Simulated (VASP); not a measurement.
Input of a VASP 6.6.1 run:

The input INCAR:

```
PREC = Accurate ; ENCUT = 500
EDIFF = 1E-6 ; ISMEAR = 0
SIGMA = 0.05 ; LREAL = F
LASPH = T ; NELM = 120
ALGO = Normal ; ISIF = 2
LWAVE = F ; LCHARG = F
GGA = RE ; IVDW = 13
NBANDS = 17 ; GGA_COMPAT = F
```

KPOINTS

```
regular mesh
0
Gamma
  6 6 6
```

File POSCAR:

```
PbSe
1.0
    0.0000000000      3.1065788310      3.1065788310
    3.1065788310      0.0000000000      3.1065788310
    3.1065788310      3.1065788310      0.0000000000
Pb Se
1 1
Direct
    0.5000000000      0.5000000000      0.5000000000
    0.0000000000      0.0000000000      0.0000000000
```

Potentials or basis: VASP PAW PBE potentials, release 64 (Pb_d, Se).

Run with:

```sh
$ cat potpaw_PBE.64/Pb_d/POTCAR potpaw_PBE.64/Se/POTCAR > POTCAR
$ mpirun -np 1 vasp_std > vasp.out
```

Question: Estimate the band gap on the k mesh.

Answer: 0.50 eV, direct.

Question: Predict the pressure.

Answer: -1.1 GPa.

Question: What does it give for the dispersion energy per atom?

Answer: -0.592 eV.

Caveat: the PAW data sets were made with another functional, which shifts forces and pressure a little; spin-orbit coupling is left out, which moves the levels of the heavy elements. A k mesh can miss the band edges.
